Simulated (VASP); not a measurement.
# Si62C (a cell with a defect) in VASP: single point with PBE+D3(BJ)

Aim: the single point of Si62C (a cell with a defect) with PBE+D3(BJ).

Program: VASP 6.6.1. These are calculated values, not measurements. Logs are shortened: lines on timing, memory, paths and dates and some standing lists are left out, and cuts for length are marked.

**1. The cell of the first run**

The cell holds a defect, 63 atoms: a = 10.860 Å, b = 10.860 Å, c = 10.860 Å, α = 90.00°, β = 90.00°, γ = 90.00°.

**2. Single point, PBE+D3(BJ), collinear spin**

Contents of INCAR:

```
  ALGO = Normal
  EDIFF = 1E-7
  ENCUT = 520
  GGA = PE
  ISIF = 2
  ISMEAR = -1
  ISPIN = 2
  IVDW = 12
  LASPH = True
  LCHARG = False
  LORBIT = 11
  LREAL = Auto
  LWAVE = False
  MAGMOM = 0 0 0 0 0 0 0 0 0 0 0 0 0 0 0 0 0 0 0 0 0 0 0 0 0 0 0 0 0 0 0 0 0 0 0 0 0 0 0 0 0 0 0 0 0 0 0 0 0 0 0 0 0 0 0 0 0 0 0 0 0 0 1
  NBANDS = 167
  NELECT = 253.0
  NELM = 150
  PREC = Accurate
  SIGMA = 0.05
```

Contents of KPOINTS:

```
k-points
0
Gamma
  1 1 1
```

Contents of POSCAR:

```
Si62C
1.0
   10.8600000000      0.0000000000      0.0000000000
    0.0000000000     10.8600000000      0.0000000000
    0.0000000000      0.0000000000     10.8600000000
Si C
62 1
Direct
    0.5017916389     -0.0053774138     -0.0024596285
    0.6266158349      0.1249571447      0.1249073443
    0.7516745502      0.2501891621     -0.0001953927
    0.8719338733      0.3798240568      0.1305459974
    0.7505270895     -0.0009685111      0.2509932234
    0.8752411746      0.1269162888      0.3738332241
   -0.0000058561      0.0000268159     -0.0020347359
    0.1256891754      0.1254132933      0.1245569877
    0.2507609897      0.2494397609      0.0003870372
    0.3747046113      0.3739299309      0.1290730733
    0.4986571630      0.4984837334      0.0031072380
    0.6255606008      0.6251222229      0.1250904011
    0.7499335752      0.7493388766     -0.0028488022
    0.8753413676      0.8762574788      0.1231506377
    0.2523890513      0.0003451117      0.2496224971
    0.3804814381      0.1208833775      0.3774458024
    0.5017193375      0.2522258614      0.2552540239
    0.6232174525      0.3862729675      0.3863071272
    0.7492083087      0.5098158214      0.2601546565
    0.8638056674      0.6519374957      0.3868493732
    0.5095160911     -0.0087416352      0.5005464550
    0.6255472614      0.1248511731      0.6248349243
    0.7497916062      0.2529691012      0.5006980364
    0.8726071600      0.3792198320      0.6267873593
    0.7492149834     -0.0102000242      0.7401546312
    0.8719180845      0.1194816986      0.8701257802
   -0.0021238703      0.5003852694      0.0021106766
    0.1275167816      0.6259373355      0.1248427147
    0.2523200345      0.7511854869     -0.0017277968
    0.3805101561      0.8726090934      0.1289919409
   -0.0000581183      0.2519428394      0.2499729109
    0.1207071622      0.3795494750      0.3776713192
    0.2509226732      0.5002644440      0.2536623764
    0.3794629841      0.6256667730      0.3802224519
    0.5094610184      0.7494256338      0.2585646271
    0.6518413692      0.8623940522      0.3875044405
   -0.0007775973      0.0009739961      0.4991305594
    0.1274907802      0.1249814407      0.6240849528
    0.2521689643      0.2515595296      0.4987939995
    0.3746716108      0.3765355906      0.6292173708
    0.5024570969      0.5154111236      0.5233602800
    0.8637818116      0.8630718562      0.5980627638
    0.2512525031     -0.0039401708      0.7495014564
    0.3748154888      0.1208567499      0.8758632821
    0.4987216227      0.2469630614      0.7514042109
    0.6223086053      0.3735324549      0.8765043472
    0.7417274699      0.4999766686      0.7505459723
    0.8729594842      0.6233271451      0.8710838247
   -0.0006870481      0.7508703158      0.2489893405
    0.1240204430      0.8776890243      0.3723284741
   -0.0082783097      0.5093078380      0.5005195008
    0.1251589457      0.6254171057      0.6245310349
    0.2491907475      0.7518648471      0.4980285852
    0.3799202470      0.8691307874      0.6242757861
   -0.0022518313      0.2479628420      0.7494827052
    0.1200466832      0.3722398760      0.8776800047
    0.2441750626      0.4970643923      0.7529360265
    0.3749127552      0.6207243075      0.8732962053
    0.5033590584      0.7257743074      0.7342348147
    0.6233631389      0.8634337873      0.8636216077
   -0.0081736442      0.7494855829      0.7406886058
    0.1208502258      0.8723599939      0.8703490450
    0.7862172646      0.7854294232      0.4645417103
```

Potentials or basis: VASP PAW PBE potentials, release 64 (Si, C).

Launch:

```sh
cat potpaw_PBE.64/Si/POTCAR potpaw_PBE.64/C/POTCAR > POTCAR
mpirun -np 1 vasp_gam > vasp.out
```

OUTCAR:

```text
EDIFF = 1E-7
   ENCUT = 520
   GGA = PE
   ISIF = 2
   ISMEAR = -1
   ISPIN = 2
   IVDW = 12
   LASPH = True
   LORBIT = 11
   LREAL = Auto
   NELECT = 253.0
   NELM = 150
   PREC = Accurate
 IVDW          = 12

 ion  position               nearest neighbor table
   1  0.502  0.995  0.998-  44 2.35  30 2.35   2 2.40  60 2.43
   2  0.627  0.125  0.125-   3 2.35   5 2.36  17 2.40   1 2.40
   3  0.752  0.250  1.000-   2 2.35  46 2.36  26 2.39   4 2.39
   4  0.872  0.380  0.131-  27 2.35  31 2.35   3 2.39  19 2.40
   5  0.751  0.999  0.251-  14 2.35   6 2.35  36 2.36   2 2.36
   6  0.875  0.127  0.374-  31 2.34  37 2.35   5 2.35  23 2.37
[... 43 lines left out ...]
  50  0.124  0.878  0.372-  15 2.34  49 2.35  37 2.35  53 2.36
  51  0.992  0.509  0.501-  52 2.35  24 2.36  32 2.39  20 2.42
  52  0.125  0.625  0.625-  61 2.35  51 2.35  57 2.36  53 2.36
  53  0.249  0.752  0.498-  34 2.35  54 2.35  50 2.36  52 2.36
  54  0.380  0.869  0.624-  53 2.35  21 2.35  59 2.38  43 2.39
  55  0.998  0.248  0.749-  56 2.35  26 2.35  38 2.37  24 2.38
  56  0.120  0.372  0.878-  57 2.34  27 2.35  55 2.35   9 2.36
  57  0.244  0.497  0.753-  56 2.34  40 2.35  58 2.35  52 2.36
  58  0.375  0.621  0.873-  57 2.35  59 2.35  11 2.36  29 2.37
  59  0.503  0.726  0.734-  58 2.35  54 2.38  60 2.43
  60  0.623  0.863  0.864-  13 2.35  25 2.36   1 2.43  59 2.43
  61  0.992  0.749  0.741-  52 2.35  48 2.36  62 2.39  42 2.42
  62  0.121  0.872  0.870-  43 2.35   7 2.36  29 2.39  61 2.39
  63  0.786  0.785  0.465-  42 1.88  20 1.88  36 1.88

  LATTYP: Found a simple cubic cell.
 ALAT       =    10.8600000000

  Lattice vectors:

 A1 = (  10.8600000000,   0.0000000000,   0.0000000000)
 A2 = (   0.0000000000,  10.8600000000,   0.0000000000)
 A3 = (   0.0000000000,   0.0000000000,  10.8600000000)

Analysis of symmetry for initial positions (statically):
=====================================================================
 Subroutine PRICEL returns:
 Original cell was already a primitive cell.

 Routine SETGRP: Setting up the symmetry group for a
 simple cubic supercell.

 Subroutine GETGRP returns: Found  1 space group operations
 (whereof  1 operations were pure point group operations)
 out of a pool of 48 trial point group operations.

The static configuration has the point symmetry C_1 .

Analysis of symmetry for dynamics (positions and initial velocities):
=====================================================================
 Subroutine PRICEL returns:
 Original cell was already a primitive cell.

 Routine SETGRP: Setting up the symmetry group for a
 simple cubic supercell.

 Subroutine GETGRP returns: Found  1 space group operations
 (whereof  1 operations were pure point group operations)
 out of a pool of 48 trial point group operations.

The dynamic configuration has the point symmetry C_1 .

Analysis of structural, dynamic, and magnetic symmetry:
=====================================================================
 Subroutine PRICEL returns:
 Original cell was already a primitive cell.

 Routine SETGRP: Setting up the symmetry group for a
 simple cubic supercell.

 Subroutine GETGRP returns: Found  1 space group operations
 (whereof  1 operations were pure point group operations)
 out of a pool of 48 trial point group operations.

The overall configuration has the point symmetry C_1 .

 Subroutine INISYM returns: Found  1 space group operations
 (whereof  1 operations are pure point group operations),
 and found     1 'primitive' translations

----------------------------------------------------------------------------------------

                                     Primitive cell

  volume of cell :    1280.8241

  direct lattice vectors                    reciprocal lattice vectors
    10.860000000  0.000000000  0.000000000     0.092081031  0.000000000  0.000000000
     0.000000000 10.860000000  0.000000000     0.000000000  0.092081031  0.000000000
     0.000000000  0.000000000 10.860000000     0.000000000  0.000000000  0.092081031

  length of vectors
    10.860000000 10.860000000 10.860000000     0.092081031  0.092081031  0.092081031

  position of ions in fractional coordinates (direct lattice)
     0.501791639  0.994622586  0.997540372
     0.626615835  0.124957145  0.124907344
[... 177 lines left out ...]
   EDIFFG = 0.1E-05   stopping-criterion for IOM
   NSW    =      0    number of steps for IOM
   IBRION =     -1    ionic relax: 0-MD 1-quasi-New 2-CG
   NFREE  =      0    steps in history (QN), initial steepest desc. (CG)
   ISIF   =      2    stress and relaxation
   ISYM   =      2    0-nonsym 1-usesym 2-fastsym
   POTIM  = 0.5000    time-step for ionic-motion
   TEBEG  =    0.0;   TEEND  =   0.0 temperature during run
   PSTRESS=    0.0 pullay stress
   NELECT =     253.0000    total number of electrons
   NUPDOWN=      -1.0000    fix difference up-down
   EMIN   =  10.00;   EMAX   =-10.00  energy-range for DOS
   EFERMI =   0.00;   METHOD = LEGACY
   ISMEAR =    -1;   SIGMA  =   0.05  broadening in eV -4-tet -1-fermi 0-gaus
   EFERMI_NEDOS =   21; number of points for ismear=-14 and -15
   IALGO  =     38    algorithm
   IMIX   =      4    mixing-type and parameters
     AMIX     =   0.40;   BMIX     =  1.00
     AMIX_MAG =   1.60;   BMIX_MAG =  1.00
  volume/ion in A,a.u.               =      20.33       137.20
  Fermi-wavevector in a.u.,A,eV,Ry     =   0.953422  1.801706 12.367880  0.909014
  Thomas-Fermi vector in A             =   2.082076
   LORBIT       =     11    0 simple, 1 ext, 2 COOP (PROOUT), +10 PAW based schemes
   GGA     = PE    functional components
   LHFCALC =     F    Hartree Fock is set to
   AEXX    =    0.0000 exact exchange contribution
   IVDW    =    12    specifies the selected vdW correction
   LEPSILON=     F    determine dielectric tensor
   LRPA    =     F    only Hartree local field effects (RPA)
 spin polarized calculation
  energy-cutoff  :      520.00
  volume of cell :     1280.82
 maximum number of plane-waves:     17229
 NGX is ok and might be reduce to    84
   NGX = 41   NGY = 41   NGZ = 41

 number of electron     252.9999993 magnetization       0.8517066

 Free energy of the ion-electron system (eV)
  ---------------------------------------------------
  ext. energy  EPLUGINS =         0.00000000
  ---------------------------------------------------
  free energy    TOTEN  =      -329.20229085 eV

  energy without entropy =     -329.13003397  energy(sigma->0) =     -329.16616241

 E-fermi :   6.1116     XC(G=0):  -9.3200

 val. band max:        6.0301579239   @ k =   0.0000   0.0000   0.0000
 cond. band min:       6.2419864184   @ k =   0.0000   0.0000   0.0000
 fundamental gap:      0.2118284946
 Fermi energy:         6.1115871026

 spin component 1

 k-point     1 :       0.0000    0.0000    0.0000
  band No.  band energies     occupation
      1      -6.6282      1.00000
      2      -6.0574      1.00000
      3      -5.2090      1.00000
      4      -5.2059      1.00000
      5      -5.1883      1.00000
      6      -5.1652      1.00000
[... 130 lines left out ...]
    137       6.7865      0.00000
    138       6.8960      0.00000
 Fermi energy:         6.1115871026

 spin component 2

 k-point     1 :       0.0000    0.0000    0.0000
  band No.  band energies     occupation
      1      -6.6171      1.00000
      2      -6.0462      1.00000
      3      -5.1996      1.00000
      4      -5.1958      1.00000
      5      -5.1727      1.00000
      6      -5.1605      1.00000
[... 130 lines left out ...]
    137       6.7947      0.00000
    138       6.9210      0.00000
 [bands above 138 left out]

------------------------ aborting loop because EDIFF is reached ----------------------------------------

 Edisp (eV)  -19.51785

 E6    (eV) :   -11.4496

 E8    (eV) :    -8.0682

  FORCE on cell =-STRESS in cart. coord.  units (eV):
  Direction    XX          YY          ZZ          XY          YZ          ZX
  --------------------------------------------------------------------------------------
  -------------------------------------------------------------------------------------
  Total      -1.02842    -5.68765    -5.54454     5.86951    -9.77623    -5.71790
  in kB      -1.28645    -7.11466    -6.93564     7.34215   -12.22904    -7.15249
  external pressure =       -5.11 kB  Pullay stress =        0.00 kB

 VOLUME and BASIS-vectors are now :
 -----------------------------------------------------------------------------
  energy-cutoff  :      520.00
  volume of cell :     1280.82
      direct lattice vectors                 reciprocal lattice vectors
    10.860000000  0.000000000  0.000000000     0.092081031  0.000000000  0.000000000
     0.000000000 10.860000000  0.000000000     0.000000000  0.092081031  0.000000000
     0.000000000  0.000000000 10.860000000     0.000000000  0.000000000  0.092081031

 POSITION                                       TOTAL-FORCE (eV/Angst)
 -----------------------------------------------------------------------------------
      5.44946     10.80160     10.83329         0.001820     -0.002827     -0.005686
      6.80505      1.35703      1.35649         0.000165     -0.004948      0.007326
      8.16319      2.71705     10.85788        -0.008985     -0.000741     -0.001801
      9.46920      4.12489      1.41773         0.001339     -0.002400     -0.000813
      8.15072     10.84948      2.72579         0.004295     -0.001479     -0.000305
      9.50512      1.37831      4.05983        -0.001101      0.001045     -0.005768
[... 55 lines left out ...]
      1.31243      9.47383      9.45199         0.003197      0.008781     -0.000660
      8.53832      8.52976      5.04492         0.004129     -0.016106      0.009797
 -----------------------------------------------------------------------------------
    total drift:                                0.018993     -0.001545      0.005265

  FREE ENERGIE OF THE ION-ELECTRON SYSTEM (eV)
  ---------------------------------------------------
  free  energy   TOTEN  =      -348.7201380811 eV

  energy  without entropy=     -348.6478811978  energy(sigma->0) =     -348.68400964

 total charge

# of ion       s       p       d       tot
------------------------------------------
    1        0.745   0.931   0.000   1.676
    2        0.749   0.933   0.000   1.682
    3        0.741   0.939   0.000   1.680
    4        0.741   0.941   0.000   1.682
    5        0.749   0.953   0.000   1.702
    6        0.739   0.959   0.000   1.699
[... 55 lines left out ...]
   62        0.741   0.942   0.000   1.683
   63        0.837   1.567   0.000   2.404
--------------------------------------------------
tot         46.919  59.970   0.000 106.890

 magnetization (x)

# of ion       s       p       d       tot
------------------------------------------
    1        0.000  -0.000   0.000  -0.000
    2        0.000   0.004   0.000   0.004
    3        0.001   0.011   0.000   0.012
    4       -0.000   0.000   0.000  -0.000
    5       -0.000   0.004   0.000   0.003
    6       -0.000   0.000   0.000   0.000
[... 55 lines left out ...]
   62        0.000   0.000   0.000   0.000
   63        0.000   0.010   0.000   0.010
--------------------------------------------------
tot          0.057   0.273   0.000   0.330
```

It took 18 min on 1 thread of Intel Xeon Platinum 8259CL at 2.50GHz (Skylake/Cascade Lake), shared host; peak memory 1.5 GiB.

Results:

```yaml
Free_energy: -348.7201 eV
Largest_force: 0.030 eV/Å
Net_moment: 0.85 μB per cell
Site_moments: Si -0.00, +0.00, +0.01, +0.02, +0.14 (each value once); C +0.01 μB
Valence_electrons_inside_the_program's_atomic_spheres: Si 1.68, 1.70, 1.66, 1.64, 1.69, 1.62, 1.71 (each value once); C 2.40
Dispersion_energy_per_atom: -0.310 eV
```

Forces in eV/Å, atoms in the order of the input:
```
Si   0.002 -0.003 -0.006
Si   0.000 -0.005  0.007
Si  -0.009 -0.001 -0.002
Si   0.001 -0.002 -0.001
Si   0.004 -0.001  0.000
Si  -0.001  0.001 -0.006
Si  -0.004 -0.001 -0.003
Si  -0.002 -0.003  0.002
Si   0.005 -0.001  0.000
Si  -0.003  0.000 -0.003
Si  -0.001  0.001 -0.002
Si  -0.004 -0.004  0.000
Si   0.001 -0.006 -0.003
Si  -0.002  0.006 -0.002
Si   0.004 -0.002  0.002
Si   0.002  0.004 -0.011
Si   0.001  0.007  0.003
Si  -0.003  0.014  0.012
Si   0.001  0.001  0.001
Si   0.003 -0.001 -0.004
Si  -0.006  0.004  0.001
Si  -0.003 -0.001  0.003
Si   0.000  0.003  0.008
Si   0.007 -0.004 -0.005
Si   0.002 -0.001  0.000
Si   0.003 -0.001  0.003
Si   0.000  0.010  0.001
Si   0.002 -0.009  0.007
Si   0.001 -0.007 -0.002
Si   0.000  0.009 -0.005
Si  -0.003  0.002  0.002
Si   0.003  0.001 -0.008
Si   0.009  0.003  0.004
Si  -0.001  0.003  0.008
Si  -0.004  0.001 -0.003
Si  -0.003  0.005 -0.002
Si  -0.002  0.004 -0.001
Si   0.003 -0.005  0.005
Si  -0.001 -0.001  0.005
Si  -0.004  0.006  0.001
Si   0.000  0.022  0.019
Si   0.003  0.005  0.002
Si   0.005 -0.005 -0.001
Si  -0.003  0.003  0.001
Si   0.000  0.002 -0.002
Si  -0.002  0.001  0.001
Si   0.022 -0.016  0.012
Si   0.005  0.001  0.005
Si  -0.003  0.001 -0.005
Si  -0.005  0.004 -0.003
Si   0.005 -0.003  0.000
Si   0.001 -0.004  0.004
Si  -0.009  0.008 -0.006
Si  -0.007  0.000 -0.003
Si   0.001 -0.003 -0.008
Si  -0.001 -0.002  0.003
Si  -0.003 -0.005  0.003
Si  -0.004 -0.003 -0.004
Si  -0.008 -0.016 -0.021
Si  -0.003 -0.007 -0.013
Si   0.004  0.001  0.001
Si   0.003  0.009 -0.001
C    0.004 -0.016  0.010
```

Caveat: the k points lie up to 0.58 Å⁻¹ apart; the cell carries a net charge on a neutralising background, which shifts energy and pressure; the cell is charged against a uniform background, so pressure and absolute levels hang on convention.
